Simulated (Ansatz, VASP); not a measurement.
WSe2: VASP beside Ansatz

```
CELL_PARAMETERS angstrom
3.24066 0.00000 0.00000
-1.62033 2.80650 0.00000
0.00000 0.00000 16.64090
ATOMIC_POSITIONS crystal
W 0.00000 0.00000 0.00000
Se 0.33333 0.66667 0.10101
Se 0.33333 0.66667 0.89899
```

Alike in both runs: functional PBEsol; dispersion D3(BJ); k mesh 9 × 9 × 2; occupations gaussian, width 0.02 eV; no spin polarisation.

Ansatz relaxed the structure, and its values are those at the end. VASP's run is a single point on that final structure, the one shown.

|  | VASP | Ansatz |
| --- | --- | --- |
| version | VASP 6.6.1 | Ansatz 0.2.0 |
| potentials or method | VASP PAW PBE potentials, release 64 (W_sv, Se), cutoff 520 eV | scalar-relativistic, plane waves, PAW |
| valence electrons in the cell | 26 | 46 |

VASP gave:

| Property | Result |
| --- | --- |
| gap on the k mesh at the Fermi level (eV) | 1.73 |
| least direct gap on the mesh (eV) | 1.81 |
| rms of the force components (eV/Å) | 0.028 |

**Question.** What did Ansatz give for the same quantities?

**Answer.** gap on the k mesh at the Fermi level (eV): 1.73; least direct gap on the mesh (eV): 1.81; rms of the force components (eV/Å): 0.002.

VASP's potentials were made for PBE, not for PBEsol, and Ansatz warns of the same on its side. VASP's potentials hold 26 valence electrons a cell and Ansatz's 46, so a difference there can come from the potentials and not from the codes.

Neither program's run includes spin-orbit coupling.
